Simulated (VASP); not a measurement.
# Ti2C3 (P-3m1) in VASP: single point with r2SCAN

Aim: the single point of Ti2C3 with r2SCAN.

Everything below comes from runs of VASP 6.6.1. Logs are shortened: lines on timing, memory, paths and dates and some standing lists are left out, and cuts for length are marked.

### Step 1. The cell of the first run

It takes space group P-3m1 (No. 164, trigonal). Conventional cell: a = 2.872 Å, b = 2.872 Å, c = 6.330 Å, α = 90.00°, β = 90.00°, γ = 120.00°. Ti (site symmetry 3m) has 7 C at 2.05 to 2.37 Å within 2.7 Å. Within 2.7 Å of C (site symmetry -3m) lie 6 Ti at 2.05 Å. Within 2.3 Å of C (site symmetry 3m) lie 3 C at 1.74 Å and 1 Ti at 2.22 Å.

### Step 2. Single point, r2SCAN

Contents of POSCAR:

```
Ti2C3
1.0
    2.8719770454      0.0000000000      0.0000000000
   -1.4359885227      2.4872050804      0.0000000000
    0.0000000000      0.0000000000      6.3300530017
Ti C
2 3
Direct
    0.3333333333      0.6666666667      0.1901739260
    0.6666666667      0.3333333333      0.8098260740
    0.0000000000      0.0000000000      0.0000000000
    0.3333333333      0.6666666667      0.5412266670
    0.6666666667      0.3333333333      0.4587733330
```

Contents of INCAR.step1:

```
  ALGO = Normal
  EDIFF = 1E-4
  ENCUT = 520
  GGA = PE
  ISMEAR = 0
  LASPH = T
  LCHARG = F
  LREAL = F
  LWAVE = T
  NBANDS = 26
  NELM = 100
  PREC = Accurate
  SIGMA = 0.1
```

Contents of INCAR.step2:

```
  ALGO = Normal
  EDIFF = 1E-6
  ENCUT = 520
  ISIF = 2
  ISMEAR = 0
  ISTART = 1
  LASPH = T
  LCHARG = T
  LELF = T
  LMIXTAU = T
  LREAL = F
  LVHAR = T
  LWAVE = F
  METAGGA = R2SCAN
  NBANDS = 26
  NELM = 100
  PREC = Accurate
  SIGMA = 0.1
```

Contents of KPOINTS:

```
k-points
0
Gamma
  6 6 4
```

Potentials or basis: VASP PAW PBE potentials, release 64 (Ti_sv, C).

Command:

```sh
> cat potpaw_PBE.64/Ti_sv/POTCAR potpaw_PBE.64/C/POTCAR > POTCAR
> cp INCAR.step1 INCAR
> mpirun -np 1 vasp_std > vasp.out
> cp INCAR.step2 INCAR
> mpirun -np 1 vasp_std > vasp.out
```

OUTCAR:

```text
EDIFF = 1E-6
   ENCUT = 520
   ISIF = 2
   ISMEAR = 0
   ISTART = 1
   LASPH = T
   LREAL = F
   METAGGA = R2SCAN
   NELM = 100
   PREC = Accurate

 ion  position               nearest neighbor table
   1  0.333  0.667  0.190-   3 2.05   3 2.05   3 2.05   4 2.22   5 2.37   5 2.37   5 2.37
   2  0.667  0.333  0.810-   3 2.05   3 2.05   3 2.05   5 2.22   4 2.37   4 2.37   4 2.37
   3  0.000  0.000  0.000-   1 2.05   2 2.05   1 2.05   2 2.05   2 2.05   1 2.05
   4  0.333  0.667  0.541-   5 1.74   5 1.74   5 1.74   1 2.22   2 2.37   2 2.37   2 2.37
   5  0.667  0.333  0.459-   4 1.74   4 1.74   4 1.74   2 2.22   1 2.37   1 2.37   1 2.37

  LATTYP: Found a hexagonal cell.
 ALAT       =     2.8719770454
 C/A-ratio  =     2.2040750680

  Lattice vectors:

 A1 = (   2.8719770454,   0.0000000000,   0.0000000000)
 A2 = (  -1.4359885227,   2.4872050804,   0.0000000000)
 A3 = (   0.0000000000,   0.0000000000,   6.3300530017)

Analysis of symmetry for initial positions (statically):
=====================================================================
 Subroutine PRICEL returns:
 Original cell was already a primitive cell.

 Routine SETGRP: Setting up the symmetry group for a
 hexagonal supercell.

 Subroutine GETGRP returns: Found 12 space group operations
 (whereof 12 operations were pure point group operations)
 out of a pool of 24 trial point group operations.
[... 9 lines left out ...]
 hexagonal supercell.

 Subroutine GETGRP returns: Found 12 space group operations
 (whereof 12 operations were pure point group operations)
 out of a pool of 24 trial point group operations.

The dynamic configuration has the point symmetry D_3d.

 Subroutine INISYM returns: Found 12 space group operations
 (whereof 12 operations are pure point group operations),
 and found     1 'primitive' translations

----------------------------------------------------------------------------------------

                                     Primitive cell

  volume of cell :      45.2168

  direct lattice vectors                    reciprocal lattice vectors
     2.871977045  0.000000000  0.000000000     0.348192198  0.201028859  0.000000000
    -1.435988523  2.487205080  0.000000000     0.000000000  0.402057718  0.000000000
     0.000000000  0.000000000  6.330053002     0.000000000  0.000000000  0.157976560

  length of vectors
     2.871977045  2.871977045  6.330053002     0.402057718  0.402057718  0.157976560

  position of ions in fractional coordinates (direct lattice)
     0.333333333  0.666666667  0.190173926
     0.666666667  0.333333333  0.809826074
     0.000000000  0.000000000  0.000000000
     0.333333333  0.666666667  0.541226667
     0.666666667  0.333333333  0.458773333

  ion indices of the primitive-cell ions
   primitive index   ion index
                 1           1
                 2           2
                 3           3
                 4           4
                 5           5

----------------------------------------------------------------------------------------

 KPOINTS: k-points

Automatic generation of k-mesh.
 Grid dimensions read from file:
 generate k-points for:    6    6    4

 Generating k-lattice:

  Cartesian coordinates                     Fractional coordinates (reciprocal lattice)
     0.058032033  0.033504810  0.000000000     0.166666667 -0.000000000  0.000000000
     0.000000000  0.067009620  0.000000000     0.000000000  0.166666667  0.000000000
     0.000000000  0.000000000  0.039494140     0.000000000  0.000000000  0.250000000

  Length of vectors
     0.067009620  0.067009620  0.039494140

  Shift w.r.t. Gamma in fractional coordinates (k-lattice)
     0.000000000  0.000000000  0.000000000

 Subroutine IBZKPT returns following result:
 ===========================================

 Found     24 irreducible k-points:

 Following reciprocal coordinates:
            Coordinates               Weight
  0.000000  0.000000  0.000000      1.000000
  0.166667  0.000000  0.000000      6.000000
  0.333333  0.000000  0.000000      6.000000
  0.500000  0.000000  0.000000      3.000000
  0.166667  0.166667  0.000000      6.000000
  0.333333  0.166667  0.000000     12.000000
[... 16 lines left out ...]
  0.333333  0.166667  0.500000     12.000000
  0.333333  0.333333  0.500000      2.000000
   k-points           NKPTS =     24   k-points in BZ     NKDIM =     24   number of bands    NBANDS=     26
   number of dos      NEDOS =    301   number of ions     NIONS =      5
   total plane-waves  NPLWV =  27648
   dimension x,y,z NGX =    24 NGY =   24 NGZ =   48
   dimension x,y,z NGXF=    48 NGYF=   48 NGZF=   96
   ions per type =               2   3
   NGX,Y,Z   is equivalent  to a cutoff of  13.89, 13.89, 12.61 a.u.
   NGXF,Y,Z  is equivalent  to a cutoff of  27.79, 27.79, 25.21 a.u.
 SYSTEM =  unknown system
   PREC   = accura    normal or accurate (medium, high low for compatibility)
   ISTART =      1    job   : 0-new  1-cont  2-samecut
   ICHARG =      0    charge: 1-file 2-atom 10-const
   ISPIN  =      1    spin polarized calculation?
   LNONCOLLINEAR =      F non collinear calculations
   LSORBIT =      F    spin-orbit coupling
   LASPH  =      T    aspherical Exc in radial PAW
   ENCUT  =  520.0 eV  38.22 Ry    6.18 a.u.   5.34  5.34 11.77*2*pi/ulx,y,z
   NELM   =    100;   NELMIN=  2; NELMDL=  0     # of ELM steps
   EDIFF  = 0.1E-05   stopping-criterion for ELM
   LREAL  =      F    real-space projection
   EDIFFG = 0.1E-04   stopping-criterion for IOM
   NSW    =      0    number of steps for IOM
   IBRION =     -1    ionic relax: 0-MD 1-quasi-New 2-CG
   NFREE  =      0    steps in history (QN), initial steepest desc. (CG)
   ISIF   =      2    stress and relaxation
   ISYM   =      2    0-nonsym 1-usesym 2-fastsym
   POTIM  = 0.5000    time-step for ionic-motion
   TEBEG  =    0.0;   TEEND  =   0.0 temperature during run
   PSTRESS=    0.0 pullay stress
   NELECT =      36.0000    total number of electrons
   NUPDOWN=      -1.0000    fix difference up-down
   EMIN   =  10.00;   EMAX   =-10.00  energy-range for DOS
   EFERMI =   0.00;   METHOD = LEGACY
   ISMEAR =     0;   SIGMA  =   0.10  broadening in eV -4-tet -1-fermi 0-gaus
   EFERMI_NEDOS =   21; number of points for ismear=-14 and -15
   IALGO  =     38    algorithm
   IMIX   =      4    mixing-type and parameters
     AMIX     =   0.40;   BMIX     =  1.00
     AMIX_MAG =   1.60;   BMIX_MAG =  1.00
  volume/ion in A,a.u.               =       9.04        61.03
  Fermi-wavevector in a.u.,A,eV,Ry     =   1.517315  2.867309 31.323934  2.302244
  Thomas-Fermi vector in A             =   2.626587
   LORBIT       =      0    0 simple, 1 ext, 2 COOP (PROOUT), +10 PAW based schemes
   METAGGA = R2SCAN    functional components
   LHFCALC =     F    Hartree Fock is set to
   AEXX    =    0.0000 exact exchange contribution
   IVDW    =     0    specifies the selected vdW correction
   LEPSILON=     F    determine dielectric tensor
   LRPA    =     F    only Hartree local field effects (RPA)
 non-spin polarized calculation
 Gauss-broadening in eV      SIGMA  =   0.10
  energy-cutoff  :      520.00
  volume of cell :       45.22
 maximum number of plane-waves:      1248
 NGX is ok and might be reduce to    24
   NGX = 11   NGY = 11   NGZ = 23

 number of electron      36.0000002 magnetization

 Free energy of the ion-electron system (eV)
  ---------------------------------------------------
  ext. energy  EPLUGINS =         0.00000000
  ---------------------------------------------------
  free energy    TOTEN  =       -57.09036027 eV

  energy without entropy =      -57.08354263  energy(sigma->0) =      -57.08695145

 E-fermi :  10.9303     XC(G=0): -13.8184

 val. band max:       10.9086060269   @ k =   0.1667   0.1667   0.2500
 cond. band min:      10.9437320953   @ k =   0.0000   0.1667   0.2500
 fundamental gap:      0.0351260684
 Fermi energy:        10.9303232255

 k-point     1 :       0.0000    0.0000    0.0000
  band No.  band energies     occupation
      1     -48.3276      2.00000
      2     -48.2563      2.00000
      3     -23.9471      2.00000
      4     -23.4713      2.00000
      5     -23.2207      2.00000
      6     -23.2206      2.00000
[... 18 lines left out ...]
     25      13.6685      0.00000
     26      14.9027      0.00000

 k-point     2 :       0.1667    0.0000    0.0000
  band No.  band energies     occupation
      1     -48.2968      2.00000
      2     -48.2337      2.00000
      3     -23.8931      2.00000
      4     -23.4864      2.00000
      5     -23.3811      2.00000
      6     -23.3470      2.00000
[... 18 lines left out ...]
     25      14.4254      0.00000
     26      15.2483      0.00000

 k-point     3 :       0.3333    0.0000    0.0000
  band No.  band energies     occupation
      1     -48.2319      2.00000
      2     -48.1907      2.00000
      3     -23.8454      2.00000
      4     -23.7547      2.00000
      5     -23.6083      2.00000
      6     -23.4400      2.00000
[... 18 lines left out ...]
     25      15.1695      0.00000
     26      16.6757      0.00000

 k-point     4 :       0.5000    0.0000    0.0000
  band No.  band energies     occupation
      1     -48.1958      2.00000
      2     -48.1724      2.00000
      3     -23.9689      2.00000
      4     -23.8821      2.00000
      5     -23.5991      2.00000
      6     -23.4580      2.00000
[... 18 lines left out ...]
     25      14.9929      0.00000
     26      16.5085      0.00000
[... 496 lines left out ...]
      1     -48.2482      2.00000
      2     -48.2015      2.00000
      3     -23.8165      2.00000
      4     -23.6414      2.00000
      5     -23.5600      2.00000
      6     -23.4497      2.00000
[... 18 lines left out ...]
     25      15.5304      0.00000
     26      15.7342      0.00000

 k-point    23 :       0.3333    0.1667    0.5000
  band No.  band energies     occupation
      1     -48.1958      2.00000
      2     -48.1725      2.00000
      3     -23.8859      2.00000
      4     -23.8122      2.00000
      5     -23.5912      2.00000
      6     -23.5178      2.00000
[... 18 lines left out ...]
     25      15.5299      0.00000
     26      16.3100      0.00000

 k-point    24 :       0.3333    0.3333    0.5000
  band No.  band energies     occupation
      1     -48.1705      2.00000
      2     -48.1705      2.00000
      3     -23.7785      2.00000
      4     -23.7349      2.00000
      5     -23.7349      2.00000
      6     -23.6273      2.00000
[... 18 lines left out ...]
     25      16.2864      0.00000
     26      16.2864      0.00000

------------------------ aborting loop because EDIFF is reached ----------------------------------------

  FORCE on cell =-STRESS in cart. coord.  units (eV):
  Direction    XX          YY          ZZ          XY          YZ          ZX
  --------------------------------------------------------------------------------------
  -------------------------------------------------------------------------------------
  Total        0.2790986      0.2790986      0.3580122      0.0000000      0.0000000      0.0000000
  in kB        9.8893621      9.8893621     12.6855270      0.0000000      0.0000000      0.0000000
  external PRESSURE =      10.8214171 kB  Pullay stress =       0.0000000 kB

 VOLUME and BASIS-vectors are now :
 -----------------------------------------------------------------------------
  energy-cutoff  :      520.00
  volume of cell :       45.22
      direct lattice vectors                 reciprocal lattice vectors
     2.871977045  0.000000000  0.000000000     0.348192198  0.201028859  0.000000000
    -1.435988523  2.487205080  0.000000000     0.000000000  0.402057718  0.000000000
     0.000000000  0.000000000  6.330053002     0.000000000  0.000000000  0.157976560

 POSITION                                       TOTAL-FORCE (eV/Angst)
 -----------------------------------------------------------------------------------
     -0.00000      1.65814      1.20381         0.000000      0.000000      0.032487
      1.43599      0.82907      5.12624        -0.000000     -0.000000     -0.032487
      0.00000      0.00000      0.00000        -0.000000      0.000000      0.000000
     -0.00000      1.65814      3.42599         0.000000     -0.000000      0.020003
      1.43599      0.82907      2.90406        -0.000000      0.000000     -0.020003
 -----------------------------------------------------------------------------------
    total drift:                               -0.000000      0.000000      0.000000

  FREE ENERGIE OF THE ION-ELECTRON SYSTEM (eV)
  ---------------------------------------------------
  free  energy   TOTEN  =       -57.0903602671 eV

  energy  without entropy=      -57.0835426274  energy(sigma->0) =      -57.08695145
```

Wall time 83 s (1 thread of Intel Xeon Platinum 8488C (Sapphire Rapids), shared host); peak memory 0.18 GiB.

Results:

```
Free energy            : -57.0904 eV
Pressure               : 1.1 GPa
Largest force          : 0.032 eV/Å
Band gap on the k mesh : zero (band 18 reaches 11.58 eV, above the bottom of band 19 at 10.91 eV)
```

Forces on the atoms (eV/Å):
```
Ti   0.000  0.000  0.032
Ti   0.000  0.000 -0.032
C    0.000  0.000  0.000
C    0.000  0.000  0.020
C    0.000  0.000 -0.020
```

Stress tensor (GPa, compression positive):
```
0.99 0.00 0.00
0.00 0.99 0.00
0.00 0.00 1.27
```

Caveat: the k points lie up to 0.42 Å⁻¹ apart; the PAW data sets were made with another functional, which shifts forces and pressure a little.
